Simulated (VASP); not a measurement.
A run of VASP 6.6.1:

File INCAR:

```
SYSTEM = LaTaO
PREC = Accurate
ENCUT = 520
EDIFF = 1E-6
ISMEAR = 0
SIGMA = 0.1
LREAL = .FALSE.
LASPH = .TRUE.
NELM = 100
ALGO = Normal
ISIF = 2
LWAVE = .FALSE.
LCHARG = .TRUE.
GGA = PE
LELF = .TRUE.
LVHAR = .TRUE.
NBANDS = 37
```

Contents of KPOINTS:

```
regular mesh
0
G
  4 4 4
  0 0 0
```

File POSCAR:

```
LaTaO
1.0
    3.9354526684      0.0000000000      0.0000000000
    0.0000000000      3.9354526684      0.0000000000
    0.0000000000      0.0000000000      8.9808888691
La Ta O
2 2 2
Direct
    0.0000000000      0.5000000000      0.8574194274
    0.5000000000      0.0000000000      0.1425805726
    0.0000000000      0.0000000000      0.5000000000
    0.5000000000      0.5000000000      0.5000000000
    0.0000000000      0.0000000000      0.0000000000
    0.5000000000      0.5000000000      0.0000000000
```

Potentials or basis: VASP PAW PBE potentials, release 64 (La, Ta_pv, O).

Command:

```console
$ cat potpaw_PBE.64/La/POTCAR potpaw_PBE.64/Ta_pv/POTCAR potpaw_PBE.64/O/POTCAR > POTCAR
$ mpirun -np 1 vasp_std > vasp.out
```

Hardware: 1 thread of AMD EPYC 9R45 96-Core Processor (Zen 5) (shared host).

Question: Estimate the wall time of this run.

Answer: Run time: 66 s on 1 thread of AMD EPYC 9R45 96-Core Processor (Zen 5), with other jobs on the host, peak memory 0.27 GiB. Counts: scf iterations 15, k points 18.
